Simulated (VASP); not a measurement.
# Ga in VASP: settings compared, part 4 of 4

VASP 6.6.1. The steps go on from the part before.

## 6. Single point, PBEsol

This run uses another cell than the first one, of 14.66 Å³/atom, 0.778 times its volume.

INCAR reads:

```
PREC = Accurate
ENCUT = 520
EDIFF = 1E-7
ISMEAR = -1
SIGMA = 0.05
LREAL = F
LASPH = T
NELM = 60
ALGO = Fast
ISIF = 2
LWAVE = F
LCHARG = F
GGA = PS
NBANDS = 20
```

KPOINTS reads:

```
regular mesh
0
Gamma
  10 10 8
```

POSCAR reads:

```
Ga
1.0
    1.3017196298     -3.8358129736      0.0237799263
    1.3017196298      3.8358129736      0.0237799263
   -0.0532886715      0.0000000000      2.9356238912
Ga
2
Direct
    0.1338722110      0.8661277890      0.7500000000
    0.8661277890      0.1338722110      0.2500000000
```

Potentials or basis: VASP PAW PBE potentials, release 64 (Ga_d).

Launch:

```sh
cat potpaw_PBE.64/Ga_d/POTCAR > POTCAR
mpirun -np 1 vasp_std > vasp.out
```

OUTCAR:

```text
PREC = Accurate
   ENCUT = 520
   EDIFF = 1E-7
   ISMEAR = -1
   LREAL = F
   LASPH = T
   NELM = 60
   ISIF = 2
   GGA = PS

 ion  position               nearest neighbor table
   1  0.134  0.866  0.750-   2 2.52   2 2.52   2 2.65   2 2.65   2 2.65   2 2.65
   2  0.866  0.134  0.250-   1 2.52   1 2.52   1 2.65   1 2.65   1 2.65   1 2.65

  LATTYP: Found a base centered monoclinic cell.
 ALAT       =     2.6038736371
 B/A-ratio  =     2.9462358841
 C/A-ratio  =     1.1275921645
 COS(beta)  =    -0.0001156299

  Lattice vectors:

 A1 = (  -1.3017196298,   3.8358129736,  -0.0237799263)
 A2 = (  -1.3017196298,  -3.8358129736,  -0.0237799263)
 A3 = (  -0.0532886715,   0.0000000000,   2.9356238912)

Analysis of symmetry for initial positions (statically):
=====================================================================
 Subroutine PRICEL returns:
 Original cell was already a primitive cell.

 Routine SETGRP: Setting up the symmetry group for a
 base centered monoclinic supercell.

 Subroutine GETGRP returns: Found  4 space group operations
 (whereof  2 operations were pure point group operations)
 out of a pool of  4 trial point group operations.

The static configuration has the point symmetry S_2 .
 The point group associated with its full space group is C_2h.

Analysis of symmetry for dynamics (positions and initial velocities):
=====================================================================
 Subroutine PRICEL returns:
 Original cell was already a primitive cell.

 Routine SETGRP: Setting up the symmetry group for a
 base centered monoclinic supercell.

 Subroutine GETGRP returns: Found  4 space group operations
 (whereof  2 operations were pure point group operations)
 out of a pool of  4 trial point group operations.

The dynamic configuration has the point symmetry S_2 .
 The point group associated with its full space group is C_2h.

 Subroutine INISYM returns: Found  4 space group operations
 (whereof  2 operations are pure point group operations),
 and found     1 'primitive' translations

----------------------------------------------------------------------------------------

                                     Primitive cell

  volume of cell :      29.3258

  direct lattice vectors                    reciprocal lattice vectors
     1.301719630 -3.835812974  0.023779926     0.383979959 -0.130350464  0.006970165
     1.301719630  3.835812974  0.023779926     0.383979959  0.130350464  0.006970165
    -0.053288672  0.000000000  2.935623891    -0.006220834  0.000000000  0.340530169

  length of vectors
     4.050740753  4.050740753  2.936107510     0.405561876  0.405561876  0.340586986

  position of ions in fractional coordinates (direct lattice)
     0.133872211  0.866127789  0.750000000
     0.866127789  0.133872211  0.250000000

  ion indices of the primitive-cell ions
   primitive index   ion index
                 1           1
                 2           2

----------------------------------------------------------------------------------------

 KPOINTS: regular mesh

Automatic generation of k-mesh.
 Grid dimensions read from file:
 generate k-points for:   10   10    8

 Generating k-lattice:

  Cartesian coordinates                     Fractional coordinates (reciprocal lattice)
     0.038397996 -0.013035046  0.000697016     0.100000000 -0.000000000  0.000000000
     0.038397996  0.013035046  0.000697016    -0.000000000  0.100000000  0.000000000
    -0.000777604  0.000000000  0.042566271     0.000000000  0.000000000  0.125000000

  Length of vectors
     0.040556188  0.040556188  0.042573373

  Shift w.r.t. Gamma in fractional coordinates (k-lattice)
     0.000000000  0.000000000  0.000000000

 Subroutine IBZKPT returns following result:
 ===========================================

 Found    227 irreducible k-points:

 Following reciprocal coordinates:
            Coordinates               Weight
  0.000000  0.000000  0.000000      1.000000
  0.100000  0.000000  0.000000      4.000000
  0.200000  0.000000  0.000000      4.000000
  0.300000  0.000000 -0.000000      4.000000
  0.400000 -0.000000  0.000000      4.000000
  0.500000  0.000000  0.000000      2.000000
[... 16 lines left out ...]
  0.300000  0.300000 -0.000000      2.000000
  0.400000  0.300000 -0.000000      4.000000
 [... further k-points ...]
   k-points           NKPTS =    227   k-points in BZ     NKDIM =    227   number of bands    NBANDS=     20
   number of dos      NEDOS =    301   number of ions     NIONS =      2
   total plane-waves  NPLWV =  21600
   dimension x,y,z NGX =    30 NGY =   30 NGZ =   24
   dimension x,y,z NGXF=    60 NGYF=   60 NGZF=   48
   ions per type =               2
   NGX,Y,Z   is equivalent  to a cutoff of  12.31, 12.31, 13.59 a.u.
   NGXF,Y,Z  is equivalent  to a cutoff of  24.62, 24.62, 27.18 a.u.
 SYSTEM =  unknown system
   PREC   = accura    normal or accurate (medium, high low for compatibility)
   ISTART =      0    job   : 0-new  1-cont  2-samecut
   ICHARG =      2    charge: 1-file 2-atom 10-const
   ISPIN  =      1    spin polarized calculation?
   LNONCOLLINEAR =      F non collinear calculations
   LSORBIT =      F    spin-orbit coupling
   LASPH  =      T    aspherical Exc in radial PAW
   ENCUT  =  520.0 eV  38.22 Ry    6.18 a.u.   7.53  7.53  5.46*2*pi/ulx,y,z
   NELM   =     60;   NELMIN=  2; NELMDL= -5     # of ELM steps
   EDIFF  = 0.1E-06   stopping-criterion for ELM
   LREAL  =      F    real-space projection
   EDIFFG = 0.1E-05   stopping-criterion for IOM
   NSW    =      0    number of steps for IOM
   IBRION =     -1    ionic relax: 0-MD 1-quasi-New 2-CG
   NFREE  =      0    steps in history (QN), initial steepest desc. (CG)
   ISIF   =      2    stress and relaxation
   ISYM   =      2    0-nonsym 1-usesym 2-fastsym
   POTIM  = 0.5000    time-step for ionic-motion
   TEBEG  =    0.0;   TEEND  =   0.0 temperature during run
   PSTRESS=    0.0 pullay stress
   NELECT =      26.0000    total number of electrons
   NUPDOWN=      -1.0000    fix difference up-down
   EMIN   =  10.00;   EMAX   =-10.00  energy-range for DOS
   EFERMI =   0.00;   METHOD = LEGACY
   ISMEAR =    -1;   SIGMA  =   0.05  broadening in eV -4-tet -1-fermi 0-gaus
   EFERMI_NEDOS =   21; number of points for ismear=-14 and -15
   IALGO  =     68    algorithm
   IMIX   =      4    mixing-type and parameters
     AMIX     =   0.40;   BMIX     =  1.00
     AMIX_MAG =   1.60;   BMIX_MAG =  1.00
  volume/ion in A,a.u.               =      14.66        98.95
  Fermi-wavevector in a.u.,A,eV,Ry     =   1.572713  2.971997 33.653013  2.473427
  Thomas-Fermi vector in A             =   2.674106
   LORBIT       =      0    0 simple, 1 ext, 2 COOP (PROOUT), +10 PAW based schemes
   GGA     = PS    functional components
   LHFCALC =     F    Hartree Fock is set to
   AEXX    =    0.0000 exact exchange contribution
   IVDW    =     0    specifies the selected vdW correction
   LEPSILON=     F    determine dielectric tensor
   LRPA    =     F    only Hartree local field effects (RPA)
 non-spin polarized calculation
 RMM-DIIS sequential band-by-band and
  energy-cutoff  :      520.00
  volume of cell :       29.33
 maximum number of plane-waves:       809
   NGX = 15   NGY = 15   NGZ = 11

 number of electron      26.0000008 magnetization

 Free energy of the ion-electron system (eV)
  ---------------------------------------------------
  ext. energy  EPLUGINS =         0.00000000
  ---------------------------------------------------
  free energy    TOTEN  =        -6.35965592 eV

  energy without entropy =       -6.35515296  energy(sigma->0) =       -6.35740444

 E-fermi :   8.2202     XC(G=0): -12.4416

 val. band max:        8.1869889094   @ k =  -0.4000  -0.4000   0.2500
 cond. band min:       8.2450778055   @ k =  -0.1000  -0.2000   0.1250
 fundamental gap:      0.0580888961
 Fermi energy:         8.2201547526

 k-point     1 :       0.0000    0.0000    0.0000
  band No.  band energies     occupation
      1      -7.6213      2.00000
      2      -7.5191      2.00000
      3      -7.5040      2.00000
      4      -7.4626      2.00000
      5      -7.0496      2.00000
      6      -7.0055      2.00000
[... 12 lines left out ...]
     19      21.3786      0.00000
     20      22.1668      0.00000
[... 507 lines left out ...]
 k-point    24 :       0.4000    0.3000   -0.0000
  band No.  band energies     occupation
      1      -7.4854      2.00000
      2      -7.3525      2.00000
      3      -7.3319      2.00000
      4      -7.2511      2.00000
      5      -7.1912      2.00000
      6      -7.1849      2.00000
[... 12 lines left out ...]
     19      19.0818      0.00000
     20      20.4469      0.00000

 [... further k-points ...]
[... 5 lines left out ...]
  --------------------------------------------------------------------------------------
  -------------------------------------------------------------------------------------
  Total        3.6986010      3.6856370      3.6813612      0.0000000      0.0000000     -0.0002119
  in kB      202.0685764    201.3603073    201.1267031      0.0000000      0.0000000     -0.0115755
  external PRESSURE =     201.5185289 kB  Pullay stress =       0.0000000 kB

 VOLUME and BASIS-vectors are now :
 -----------------------------------------------------------------------------
  energy-cutoff  :      520.00
  volume of cell :       29.33
      direct lattice vectors                 reciprocal lattice vectors
     1.301719630 -3.835812974  0.023779926     0.383979959 -0.130350464  0.006970165
     1.301719630  3.835812974  0.023779926     0.383979959  0.130350464  0.006970165
    -0.053288672  0.000000000  2.935623891    -0.006220834  0.000000000  0.340530169

 POSITION                                       TOTAL-FORCE (eV/Angst)
 -----------------------------------------------------------------------------------
      1.26175      2.80880      2.22550         0.000000      0.003566      0.000000
      1.28840     -2.80880      0.75769        -0.000000     -0.003566     -0.000000
 -----------------------------------------------------------------------------------
    total drift:                               -0.000000     -0.000000     -0.000000

  FREE ENERGIE OF THE ION-ELECTRON SYSTEM (eV)
  ---------------------------------------------------
  free  energy   TOTEN  =        -6.3596559187 eV

  energy  without entropy=       -6.3551529618  energy(sigma->0) =       -6.35740444
```

It took 81 s on 1 thread of Intel Xeon 6975P-C (Granite Rapids), shared host; peak memory 0.23 GiB.

Results:

| Property | Result |
| --- | --- |
| Free energy | -6.3597 eV |
| Pressure | 20.2 GPa |
| Largest force | 0.004 eV/Å |
| Band gap on the k mesh | zero (band 13 reaches 13.73 eV, above the bottom of band 14 at 2.63 eV) |

Forces on the atoms (eV/Å):
```
Ga   0.000  0.004  0.000
Ga   0.000 -0.004  0.000
```

Caveat: the PAW data sets were made with another functional, which shifts forces and pressure a little.

## 7. The runs side by side

| level | potentials or basis | cell | gap on the mesh (eV) | pressure (GPa) | largest force (eV/Å) |
| --- | --- | --- | --- | --- | --- |
| BLYP+D3(BJ) | VASP PAW PBE potentials, release 64 (Ga_d) | a = 4.308, b = 4.308, c = 3.224 Å, angles 90.0, 90.0, 141.0°, 2 atoms | none | 0.0 | - |
| BLYP | VASP PAW PBE potentials, release 64 (Ga_d) | a = 4.486, b = 4.486, c = 3.377 Å, angles 90.0, 90.0, 140.1°, 2 atoms | none | -0.1 | - |
| PBE | VASP PAW PBE potentials, release 64 (Ga_d) | a = 4.257, b = 4.257, c = 3.332 Å, angles 90.7, 90.7, 142.1°, 2 atoms | none | 1.7 | 0.19 |
| LDA | VASP PAW LDA potentials, release 64 (Ga_d) | a = 4.257, b = 4.257, c = 3.332 Å, angles 90.7, 90.7, 142.1°, 2 atoms | none | -3.9 | 0.18 |
| PBEsol | VASP PAW PBE potentials, release 64 (Ga_d) | a = 4.051, b = 4.051, c = 2.936 Å, angles 90.0, 90.0, 142.5°, 2 atoms | none | 20.2 | - |

Some of these runs hold the atoms at other places in the same cell, which the table doesn't show; runs alike in all that it shows share one row.

Alike in all rows: task single point; no spin polarisation; k mesh 10 × 10 × 8; cutoff (eV) 520; smearing fermi-dirac 0.05 eV.

Caveats: the PAW data sets were made with another functional, which shifts forces and pressure a little (some runs); pairwise dispersion overbinds metals, which lowers pressure and volume (some runs).

Total energies depend on the potentials used, so only differences within one code and one set of settings carry meaning.
